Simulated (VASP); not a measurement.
Input of a VASP 6.6.1 run:

Contents of INCAR:

```
  PREC = Accurate
  ENCUT = 520
  EDIFF = 1E-6
  ISMEAR = 0
  SIGMA = 0.02
  LREAL = F
  LASPH = T
  NELM = 100
  ALGO = Normal
  ISIF = 2
  LWAVE = F
  LCHARG = F
  GGA = PE
  NBANDS = 25
```

Contents of KPOINTS:

```
Automatic mesh
0
Gamma
  6 6 10
```

Contents of POSCAR:

```
ScB2N3
1.0
    4.5605629663      0.0000000000      0.0000000000
   -2.2802814831      3.9495633844      0.0000000000
    0.0000000000      0.0000000000      3.0996995591
Sc B N
1 2 3
Direct
    0.0000000000      0.0000000000      0.5000000000
    0.3333333333      0.6666666667      0.0000000000
    0.6666666667      0.3333333333      0.0000000000
    0.3587171110      0.0000000000      0.0000000000
    0.0000000000      0.3587171110      0.0000000000
    0.6412828890      0.6412828890      0.0000000000
```

Potentials or basis: VASP PAW PBE potentials, release 64 (Sc_sv, B, N).

The run is started by

```console
$ cat potpaw_PBE.64/Sc_sv/POTCAR potpaw_PBE.64/B/POTCAR potpaw_PBE.64/N/POTCAR > POTCAR
$ mpirun -np 1 vasp_std > vasp.out
```

**Question.** Estimate the band gap on the k mesh.

**Answer.** 1.45 eV, indirect (least direct gap 2.27 eV).

**Question.** What does it give for the largest force?

**Answer.** 0.035 eV/Å.

Forces on the atoms (eV/Å):
```
Sc   0.000  0.000  0.000
B    0.000  0.000  0.000
B    0.000  0.000  0.000
N    0.035  0.000  0.000
N   -0.018  0.031  0.000
N   -0.018 -0.031  0.000
```

A k mesh can miss the band edges. PBE gaps usually lie below the measured ones, often by a third to a half.
